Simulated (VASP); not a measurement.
A run of VASP 6.6.1 is set up as follows.

The input INCAR:

```
SYSTEM = Sn
PREC = Accurate
ENCUT = 520
EDIFF = 1E-6
ISMEAR = -1
SIGMA = 0.02
LREAL = .FALSE.
LASPH = .TRUE.
NELM = 100
ALGO = Normal
ISIF = 2
LWAVE = .FALSE.
LCHARG = .TRUE.
GGA = PE
LELF = .TRUE.
LVHAR = .TRUE.
NBANDS = 36
```

File KPOINTS:

```
regular mesh
0
G
  6 6 4
  0 0 0
```

File POSCAR:

```
Sn
1.0
    4.7090546440      0.0000000000      0.0000000000
   -2.3545273220      4.0781609495      0.0000000000
    0.0000000000      0.0000000000      7.6743328783
Sn
4
Direct
    0.3333333333      0.6666666667     -0.0008172485
    0.6666666667      0.3333333333      0.4991827515
    0.3333333333      0.6666666667      0.3758172485
    0.6666666667      0.3333333333      0.8758172485
```

Potentials or basis: VASP PAW PBE potentials, release 64 (Sn_d).

Command:

```bash
$ cat potpaw_PBE.64/Sn_d/POTCAR > POTCAR
$ mpirun -np 1 vasp_std > vasp.out
```

(1) What does it give for the largest force?

(2) Predict the band gap on the k mesh.

Answers

(1) 0.005 eV/Å.

(2) zero (band 28 reaches 4.94 eV, above the bottom of band 29 at 4.77 eV).

Caveat: spin-orbit coupling is left out, which moves the levels of the heavy elements.
